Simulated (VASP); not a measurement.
# Zn (P6_3/mmc) in VASP: further runs

Runs on Zn. Level: PBEsol. Tasks: single point.

Program: VASP 6.6.1. These are calculated values, not measurements. Logs are shortened: lines on timing, memory, paths and dates and some standing lists are left out, and cuts for length are marked.

### Step 1. The cell of the first run

It takes space group P6_3/mmc (No. 194, hexagonal). The conventional cell has a = 2.591 Å, b = 2.591 Å, c = 4.754 Å, α = 90.00°, β = 90.00°, γ = 120.00°. Within 3.4 Å of Zn (site symmetry -6m2) lie 12 Zn at 2.59 to 2.81 Å.

### Step 2. Single point, PBEsol (13.82 Å³/atom)

Contents of INCAR:

```
SYSTEM = Zn
ALGO     = Fast           ! electronic algorithm
EDIFF    = 1E-6           ! SCF threshold, eV
ENCUT    = 520            ! plane-wave cutoff, eV
GGA      = PS             ! functional
ISIF     = 2              ! what is computed and relaxed
ISMEAR   = 0              ! smearing method
LASPH    = .TRUE.         ! aspherical terms in the spheres
LCHARG   = .TRUE.         ! write CHGCAR
LELF     = .TRUE.         ! ELF
LREAL    = .FALSE.        ! projectors in reciprocal space
LVHAR    = .TRUE.       
LWAVE    = .FALSE.        ! write WAVECAR
NBANDS   = 19             ! bands
NELM     = 80             ! most SCF steps
PREC     = Accurate       ! precision mode
SIGMA    = 0.1            ! smearing width, eV
```

Contents of KPOINTS:

```
k-points
0
G
  18 18 8
  0 0 0
```

Contents of POSCAR:

```
Zn
1.0
    2.5910276118      0.0000000000      0.0000000000
   -1.2955138059      2.2438957337      0.0000000000
    0.0000000000      0.0000000000      4.7542757503
Zn
2
Direct
    0.3333333333      0.6666666667      0.2500000000
    0.6666666667      0.3333333333      0.7500000000
```

Potentials or basis: VASP PAW PBE potentials, release 64 (Zn).

The run is started by

```sh
> cat potpaw_PBE.64/Zn/POTCAR > POTCAR
> mpirun -np 1 vasp_std > vasp.out
```

OUTCAR:

```text
SYSTEM = Zn
   EDIFF = 1E-6
   ENCUT = 520
   GGA = PS
   ISIF = 2
   ISMEAR = 0
   LASPH = .TRUE.
   LREAL = .FALSE.
   NELM = 80
   PREC = Accurate

 ion  position               nearest neighbor table
   1  0.333  0.667  0.250-   2 2.81   2 2.81   2 2.81   2 2.81   2 2.81   2 2.81
   2  0.667  0.333  0.750-   1 2.81   1 2.81   1 2.81   1 2.81   1 2.81   1 2.81

  LATTYP: Found a hexagonal cell.
 ALAT       =     2.5910276118
 C/A-ratio  =     1.8348996856

  Lattice vectors:

 A1 = (   2.5910276118,   0.0000000000,   0.0000000000)
 A2 = (  -1.2955138059,   2.2438957337,   0.0000000000)
 A3 = (   0.0000000000,   0.0000000000,   4.7542757503)

Analysis of symmetry for initial positions (statically):
=====================================================================
 Subroutine PRICEL returns:
 Original cell was already a primitive cell.

 Routine SETGRP: Setting up the symmetry group for a
 hexagonal supercell.

 Subroutine GETGRP returns: Found 24 space group operations
 (whereof 12 operations were pure point group operations)
 out of a pool of 24 trial point group operations.

The static configuration has the point symmetry D_3d.
 The point group associated with its full space group is D_6h.

Analysis of symmetry for dynamics (positions and initial velocities):
=====================================================================
 Subroutine PRICEL returns:
 Original cell was already a primitive cell.

 Routine SETGRP: Setting up the symmetry group for a
 hexagonal supercell.

 Subroutine GETGRP returns: Found 24 space group operations
 (whereof 12 operations were pure point group operations)
 out of a pool of 24 trial point group operations.

The dynamic configuration has the point symmetry D_3d.
 The point group associated with its full space group is D_6h.

 Subroutine INISYM returns: Found 24 space group operations
 (whereof 12 operations are pure point group operations),
 and found     1 'primitive' translations

----------------------------------------------------------------------------------------

                                     Primitive cell

  volume of cell :      27.6413

  direct lattice vectors                    reciprocal lattice vectors
     2.591027612  0.000000000  0.000000000     0.385947257  0.222826753  0.000000000
    -1.295513806  2.243895734  0.000000000     0.000000000  0.445653506  0.000000000
     0.000000000  0.000000000  4.754275750     0.000000000  0.000000000  0.210336979

  length of vectors
     2.591027612  2.591027612  4.754275750     0.445653506  0.445653506  0.210336979

  position of ions in fractional coordinates (direct lattice)
     0.333333333  0.666666667  0.250000000
     0.666666667  0.333333333  0.750000000

  ion indices of the primitive-cell ions
   primitive index   ion index
                 1           1
                 2           2

----------------------------------------------------------------------------------------

 KPOINTS: k-points

Automatic generation of k-mesh.
 Grid dimensions read from file:
 generate k-points for:   18   18    8

 Generating k-lattice:

  Cartesian coordinates                     Fractional coordinates (reciprocal lattice)
     0.021441514  0.012379264  0.000000000     0.055555556 -0.000000000  0.000000000
     0.000000000  0.024758528  0.000000000     0.000000000  0.055555556  0.000000000
     0.000000000  0.000000000  0.026292122     0.000000000  0.000000000  0.125000000

  Length of vectors
     0.024758528  0.024758528  0.026292122

  Shift w.r.t. Gamma in fractional coordinates (k-lattice)
     0.000000000  0.000000000  0.000000000

 Subroutine IBZKPT returns following result:
 ===========================================

 Found    185 irreducible k-points:

 Following reciprocal coordinates:
            Coordinates               Weight
  0.000000  0.000000  0.000000      1.000000
  0.055556 -0.000000  0.000000      6.000000
  0.111111 -0.000000  0.000000      6.000000
  0.166667 -0.000000  0.000000      6.000000
  0.222222 -0.000000  0.000000      6.000000
  0.277778  0.000000  0.000000      6.000000
[... 16 lines left out ...]
  0.333333  0.111111  0.000000     12.000000
  0.388889  0.111111  0.000000     12.000000
 [... further k-points ...]
   k-points           NKPTS =    185   k-points in BZ     NKDIM =    185   number of bands    NBANDS=     19
   number of dos      NEDOS =    301   number of ions     NIONS =      2
   total plane-waves  NPLWV =  14400
   dimension x,y,z NGX =    20 NGY =   20 NGZ =   36
   dimension x,y,z NGXF=    40 NGYF=   40 NGZF=   72
   ions per type =               2
   NGX,Y,Z   is equivalent  to a cutoff of  12.83, 12.83, 12.59 a.u.
   NGXF,Y,Z  is equivalent  to a cutoff of  25.66, 25.66, 25.18 a.u.
 SYSTEM =  Zn
   PREC   = accura    normal or accurate (medium, high low for compatibility)
   ISTART =      0    job   : 0-new  1-cont  2-samecut
   ICHARG =      2    charge: 1-file 2-atom 10-const
   ISPIN  =      1    spin polarized calculation?
   LNONCOLLINEAR =      F non collinear calculations
   LSORBIT =      F    spin-orbit coupling
   LASPH  =      T    aspherical Exc in radial PAW
   ENCUT  =  520.0 eV  38.22 Ry    6.18 a.u.   4.82  4.82  8.84*2*pi/ulx,y,z
   NELM   =     80;   NELMIN=  2; NELMDL= -5     # of ELM steps
   EDIFF  = 0.1E-05   stopping-criterion for ELM
   LREAL  =      F    real-space projection
   EDIFFG = 0.1E-04   stopping-criterion for IOM
   NSW    =      0    number of steps for IOM
   IBRION =     -1    ionic relax: 0-MD 1-quasi-New 2-CG
   NFREE  =      0    steps in history (QN), initial steepest desc. (CG)
   ISIF   =      2    stress and relaxation
   ISYM   =      2    0-nonsym 1-usesym 2-fastsym
   POTIM  = 0.5000    time-step for ionic-motion
   TEBEG  =    0.0;   TEEND  =   0.0 temperature during run
   PSTRESS=    0.0 pullay stress
   NELECT =      24.0000    total number of electrons
   NUPDOWN=      -1.0000    fix difference up-down
   EMIN   =  10.00;   EMAX   =-10.00  energy-range for DOS
   EFERMI =   0.00;   METHOD = LEGACY
   ISMEAR =     0;   SIGMA  =   0.10  broadening in eV -4-tet -1-fermi 0-gaus
   EFERMI_NEDOS =   21; number of points for ismear=-14 and -15
   IALGO  =     68    algorithm
   IMIX   =      4    mixing-type and parameters
     AMIX     =   0.40;   BMIX     =  1.00
     AMIX_MAG =   1.60;   BMIX_MAG =  1.00
  volume/ion in A,a.u.               =      13.82        93.27
  Fermi-wavevector in a.u.,A,eV,Ry     =   1.561800  2.951375 33.187613  2.439221
  Thomas-Fermi vector in A             =   2.664813
   LORBIT       =      0    0 simple, 1 ext, 2 COOP (PROOUT), +10 PAW based schemes
   GGA     = PS    functional components
   LHFCALC =     F    Hartree Fock is set to
   AEXX    =    0.0000 exact exchange contribution
   IVDW    =     0    specifies the selected vdW correction
   LEPSILON=     F    determine dielectric tensor
   LRPA    =     F    only Hartree local field effects (RPA)
 non-spin polarized calculation
 RMM-DIIS sequential band-by-band and
 Gauss-broadening in eV      SIGMA  =   0.10
  energy-cutoff  :      520.00
  volume of cell :       27.64
 maximum number of plane-waves:       760
 NGX is ok and might be reduce to    20
   NGX =  9   NGY =  9   NGZ = 17

 number of electron      24.0000006 magnetization

 Free energy of the ion-electron system (eV)
  ---------------------------------------------------
  ext. energy  EPLUGINS =         0.00000000
  ---------------------------------------------------
  free energy    TOTEN  =        -3.16472619 eV

  energy without entropy =       -3.16253786  energy(sigma->0) =       -3.16363202

 E-fermi :   3.7839     XC(G=0): -12.2153

 val. band max:        3.7495131798   @ k =   0.3333   0.3333   0.1250
 cond. band min:       3.7972443349   @ k =   0.3333   0.2778   0.1250
 fundamental gap:      0.0477311551
 Fermi energy:         3.7838953186

 k-point     1 :       0.0000    0.0000    0.0000
  band No.  band energies     occupation
      1      -7.5553      2.00000
      2      -5.3815      2.00000
      3      -4.5205      2.00000
      4      -4.2632      2.00000
      5      -4.2632      2.00000
      6      -4.1986      2.00000
[... 11 lines left out ...]
     18      23.6053      0.00000
     19      23.7658      0.00000

 k-point     2 :       0.0556   -0.0000    0.0000
  band No.  band energies     occupation
      1      -7.4582      2.00000
      2      -5.3358      2.00000
      3      -4.5100      2.00000
      4      -4.2736      2.00000
      5      -4.2381      2.00000
      6      -4.2106      2.00000
[... 11 lines left out ...]
     18      22.8556      0.00000
     19      24.8037      0.00000

 k-point     3 :       0.1111   -0.0000    0.0000
  band No.  band energies     occupation
      1      -7.1706      2.00000
      2      -5.2101      2.00000
      3      -4.4882      2.00000
      4      -4.2963      2.00000
      5      -4.2349      2.00000
      6      -4.1650      2.00000
[... 11 lines left out ...]
     18      22.3283      0.00000
     19      24.2150      0.00000

 k-point     4 :       0.1667   -0.0000    0.0000
  band No.  band energies     occupation
      1      -6.7065      2.00000
      2      -5.0452      2.00000
      3      -4.4761      2.00000
      4      -4.3301      2.00000
      5      -4.2103      2.00000
      6      -4.1283      2.00000
[... 11 lines left out ...]
     18      20.8350      0.00000
     19      21.6776      0.00000

 k-point     5 :       0.2222   -0.0000    0.0000
  band No.  band energies     occupation
      1      -6.1079      2.00000
      2      -4.9257      2.00000
      3      -4.4379      2.00000
      4      -4.3611      2.00000
      5      -4.3445      2.00000
      6      -4.0826      2.00000
[... 11 lines left out ...]
     18      20.1453      0.00000
     19      20.7576      0.00000
[... 334 lines left out ...]
      2      -4.8069      2.00000
      3      -4.5507      2.00000
      4      -4.4402      2.00000
      5      -4.3393      2.00000
      6      -4.1637      2.00000
[... 11 lines left out ...]
     18      19.1466      0.00000
     19      19.9033      0.00000

 k-point    22 :       0.2778    0.1111    0.0000
  band No.  band energies     occupation
      1      -4.9869      2.00000
      2      -4.8681      2.00000
      3      -4.6795      2.00000
      4      -4.2551      2.00000
      5      -4.2272      2.00000
      6      -4.2140      2.00000
[... 11 lines left out ...]
     18      18.4615      0.00000
     19      19.3236      0.00000

 k-point    23 :       0.3333    0.1111    0.0000
  band No.  band energies     occupation
      1      -4.9783      2.00000
      2      -4.9001      2.00000
      3      -4.7710      2.00000
      4      -4.2476      2.00000
      5      -4.1676      2.00000
      6      -4.0919      2.00000
[... 11 lines left out ...]
     18      17.9500      0.00000
     19      18.8971      0.00000

 k-point    24 :       0.3889    0.1111    0.0000
  band No.  band energies     occupation
      1      -5.0189      2.00000
      2      -4.9185      2.00000
      3      -4.8252      2.00000
      4      -4.2641      2.00000
      5      -4.1383      2.00000
      6      -4.1098      2.00000
[... 11 lines left out ...]
     18      17.6339      0.00000
     19      18.6386      0.00000

 [... further k-points ...]
[... 5 lines left out ...]
  --------------------------------------------------------------------------------------
  -------------------------------------------------------------------------------------
  Total        0.6100742      0.6100742      0.5586724      0.0000000      0.0000000      0.0000000
  in kB       35.3617855     35.3617855     32.3823756      0.0000000      0.0000000      0.0000000
  external PRESSURE =      34.3686488 kB  Pullay stress =       0.0000000 kB

 VOLUME and BASIS-vectors are now :
 -----------------------------------------------------------------------------
  energy-cutoff  :      520.00
  volume of cell :       27.64
      direct lattice vectors                 reciprocal lattice vectors
     2.591027612  0.000000000  0.000000000     0.385947257  0.222826753  0.000000000
    -1.295513806  2.243895734  0.000000000     0.000000000  0.445653506  0.000000000
     0.000000000  0.000000000  4.754275750     0.000000000  0.000000000  0.210336979

 POSITION                                       TOTAL-FORCE (eV/Angst)
 -----------------------------------------------------------------------------------
     -0.00000      1.49593      1.18857        -0.000000      0.000000      0.000000
      1.29551      0.74797      3.56571         0.000000     -0.000000      0.000000
 -----------------------------------------------------------------------------------
    total drift:                                0.000000     -0.000000      0.000000

  FREE ENERGIE OF THE ION-ELECTRON SYSTEM (eV)
  ---------------------------------------------------
  free  energy   TOTEN  =        -3.1647261866 eV

  energy  without entropy=       -3.1625378575  energy(sigma->0) =       -3.16363202
```

It took 42 s on 1 thread of Intel Xeon Platinum 8488C (Sapphire Rapids), shared host; peak memory 0.19 GiB.

Results:

* Free energy: -3.1647 eV
* Pressure: 3.4 GPa
* Band gap on the k mesh: zero (bands 12 and 13 overlap by 4.43 eV)

Caveat: the cell stands under pressure; the PAW data sets were made with another functional, which shifts forces and pressure a little.

### Step 3. Single point, PBEsol

This run uses another cell than the first one, of 14.25 Å³/atom.

Contents of INCAR:

```
SYSTEM = Zn
PREC     = Accurate       ! precision mode
ENCUT    = 520            ! plane-wave cutoff, eV
EDIFF    = 1E-6           ! SCF threshold, eV
ISMEAR   = 0              ! smearing method
SIGMA    = 0.1            ! smearing width, eV
LREAL    = .FALSE.        ! projectors in reciprocal space
LASPH    = .TRUE.         ! aspherical terms in the spheres
NELM     = 100            ! most SCF steps
ALGO     = Normal         ! electronic algorithm
ISIF     = 2              ! what is computed and relaxed
LWAVE    = .FALSE.        ! write WAVECAR
LCHARG   = .FALSE.        ! write CHGCAR
GGA      = PS             ! functional
NBANDS   = 19             ! bands
```

Contents of KPOINTS:

```
Automatic mesh
0
G
  18 18 8
  0 0 0
```

Contents of POSCAR:

```
Zn
1.0
    2.5926809185      0.0000000000      0.0000000000
   -1.2963404593      2.2453275393      0.0000000000
    0.0000000000      0.0000000000      4.8950662357
Zn
2
Direct
    0.3333333333      0.6666666667      0.2500000000
    0.6666666667      0.3333333333      0.7500000000
```

Potentials or basis: VASP PAW PBE potentials, release 64 (Zn).

The run is started by

```sh
> cat potpaw_PBE.64/Zn/POTCAR > POTCAR
> mpirun -np 1 vasp_std > vasp.out
```

Wall time 35 s (1 thread of Intel Xeon Platinum 8488C (Sapphire Rapids), shared host); peak memory 0.2 GiB.

The run converged. Its results:

```yaml
Free_energy: -3.1721 eV
Pressure: 0.5 GPa
Band_gap_on_the_k_mesh: zero (bands 12 and 13 overlap by 4.91 eV)
```

Stress tensor (GPa, compression positive):
```
0.58 0.00 0.00
0.00 0.58 0.00
0.00 0.00 0.30
```

Levels at points of the mesh, in eV from the Fermi level:
| k point | band 8 | band 9 | band 10 | band 11 | band 12 | band 13 | band 14 | band 15 | band 16 | band 17 |
| --- | --- | --- | --- | --- | --- | --- | --- | --- | --- | --- |
| (0.00, 0.00, 0.00) | -7.51 | -7.51 | -7.29 | -7.29 | -4.19 | -3.30 | 13.49 | 17.33 | 18.52 | 18.52 |
| (0.50, 0.00, 0.00) | -7.31 | -7.08 | -7.06 | -3.12 | -2.25 | 2.55 | 3.48 | 4.28 | 5.71 | 10.67 |
| (0.00, 0.00, 0.50) | -7.96 | -7.38 | -7.38 | -7.38 | -7.38 | 4.34 | 4.34 | 19.86 | 19.86 | 19.86 |
| (0.50, 0.00, 0.50) | -7.33 | -7.07 | -7.07 | -2.18 | -2.18 | 0.21 | 0.21 | 10.21 | 10.21 | 12.54 |

Caveat: the PAW data sets were made with another functional, which shifts forces and pressure a little.

### Step 4. Single point, PBEsol

This run uses another cell than the first one, of 14.25 Å³/atom.

Contents of INCAR:

```
PREC = Accurate
ENCUT = 520
EDIFF = 1E-6
ISMEAR = 0
SIGMA = 0.1
LREAL = False
LASPH = True
NELM = 60
ALGO = Fast
ISIF = 2
LWAVE = False
LCHARG = True
GGA = PS
LELF = True
LVHAR = True
NBANDS = 19
```

Contents of KPOINTS:

```
regular mesh
0
Gamma
  18 18 8
```

POSCAR is that of step 3.

The run is started by

```sh
> cat potpaw_PBE.64/Zn/POTCAR > POTCAR
> mpirun -np 1 vasp_std > vasp.out
```

Run time: 42 s. Hardware: 1 thread of Intel Xeon Platinum 8488C (Sapphire Rapids), shared host; peak memory 0.19 GiB.

The run converged. Its results:

```yaml
Free_energy: -3.1721 eV
Pressure: 0.9 GPa
Band_gap_on_the_k_mesh: zero (bands 12 and 13 overlap by 4.91 eV)
```

Stress tensor (GPa, compression positive):
```
1.03 0.00 0.00
0.00 1.03 0.00
0.00 0.00 0.75
```

Levels at points of the mesh, in eV from the Fermi level:
| k point | band 8 | band 9 | band 10 | band 11 | band 12 | band 13 | band 14 | band 15 | band 16 | band 17 |
| --- | --- | --- | --- | --- | --- | --- | --- | --- | --- | --- |
| (0.00, 0.00, 0.00) | -7.51 | -7.51 | -7.29 | -7.29 | -4.19 | -3.30 | 13.49 | 17.33 | 18.52 | 18.52 |
| (0.50, 0.00, 0.00) | -7.32 | -7.08 | -7.06 | -3.12 | -2.25 | 2.55 | 3.48 | 4.28 | 5.71 | 10.67 |
| (0.00, 0.00, 0.50) | -7.96 | -7.38 | -7.38 | -7.38 | -7.38 | 4.34 | 4.34 | 19.86 | 19.86 | 19.86 |
| (0.50, 0.00, 0.50) | -7.33 | -7.07 | -7.07 | -2.18 | -2.18 | 0.21 | 0.21 | 10.21 | 10.21 | 12.54 |

Caveat: the PAW data sets were made with another functional, which shifts forces and pressure a little.
